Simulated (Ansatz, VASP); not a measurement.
One calculation of AlN, two programs

INCAR

```
SYSTEM = AlN
ALGO = Normal
EDIFF = 1E-6
ENCUT = 520
ISIF = 2
ISMEAR = 0
LASPH = .TRUE.
LCHARG = .FALSE.
LREAL = .FALSE.
LWAVE = .FALSE.
NBANDS = 16
NELM = 60
PREC = Accurate
SIGMA = 0.01
```

File KPOINTS:

```
k-points
0
G
  9 9 6
  0 0 0
```

The input POSCAR:

```
AlN
1.0
    3.0886190489      0.0000000000      0.0000000000
   -1.5443095244      2.6748225589      0.0000000000
    0.0000000000      0.0000000000      4.9431567737
Al N
2 2
Direct
    0.3333333333      0.6666666667     -0.0265448226
    0.6666666667      0.3333333333      0.4734551774
    0.3333333333      0.6666666667      0.4085448226
    0.6666666667      0.3333333333      0.9085448226
```

Input for Ansatz:

```yaml
crystal:
  lattice:
    - [3.0886190489, 0.0, 0.0]
    - [-1.5443095244, 2.6748225589, 0.0]
    - [0.0, 0.0, 4.9431567737]
  atoms:
    - { symbol: Al, position: [0.3333333333, 0.6666666667, -0.0265448226] }
    - { symbol: Al, position: [0.6666666667, 0.3333333333, 0.4734551774] }
    - { symbol: "N", position: [0.3333333333, 0.6666666667, 0.4085448226] }
    - { symbol: "N", position: [0.6666666667, 0.3333333333, 0.9085448226] }
basis:
  ecutwfc: 420
  xc_grid: 2
kpoints:
  mp_grid: { grid: [9, 9, 6] }
hamiltonian:
  xc: lda
  pseudopotentials: { kind: paw, azcp: { folder: soft_1 } }
scf:
  occupations: { method: fixed }
output:
  forces: true
  stress: true
  eigenvalues: true
  polarization: {}
```

Change from the starting cell: polar distortion scaled by 0.55.

Alike in both runs: task single point; functional LDA; k mesh 9 × 9 × 6; no spin polarisation.

|  | VASP | Ansatz |
| --- | --- | --- |
| version | VASP 6.6.1 | Ansatz 0.2.0 |
| potentials or method | VASP PAW LDA potentials, release 64 (Al, N), cutoff 520 eV | scalar-relativistic, plane waves, PAW |
| occupations | gaussian, width 0.01 eV | fixed |
| valence electrons in the cell | 16 | 16 |

```tsv
	VASP	Ansatz	Ansatz less VASP
gap on the k mesh at the Fermi level (eV)	3.56	3.55	-0.011
least direct gap on the mesh (eV)	3.56	3.55	-0.011
pressure (GPa)	4.8	4.0	-0.74
traceless stress, the component that is largest in VASP (GPa)	-17.01	-16.35	+0.664
rms of the force components (eV/Å)	0.831	0.816	-0.0152
```

Ansatz warns that its potentials were made for another functional, while VASP's fit it. LDA's correlation is that of Perdew and Zunger in VASP and of Perdew and Wang (1992) in Ansatz. Atom by atom the forces differ by 0.015 eV/Å (rms over components).
